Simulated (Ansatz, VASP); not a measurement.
# KBr: VASP beside Ansatz

```xyz
2
Lattice="0.0000 3.3022 3.3022 3.3022 0.0000 3.3022 3.3022 3.3022 0.0000" Properties=species:S:1:pos:R:3 pbc="T T T"
K     0.0000    0.0000    0.0000
Br    3.3022    3.3022    3.3022
```

Alike in both runs: task single point; functional PBE; k mesh 4 × 4 × 4; no spin polarisation.

|  | VASP | Ansatz |
| --- | --- | --- |
| version | VASP 6.6.1 | Ansatz 0.2.0 |
| potentials or method | VASP PAW PBE potentials, release 64 (K_sv, Br) | plane waves, PAW |
| plane-wave cutoff (eV) | 500 | 420 |
| occupations | gaussian, width 0.01 eV | fixed |
| valence electrons in the cell | 16 | 16 |

```tsv
	VASP	Ansatz	Ansatz less VASP
gap on the k mesh at the Fermi level (eV)	4.43	4.43	+0.002
pressure (GPa)	0.7	0.7	-0.03
```
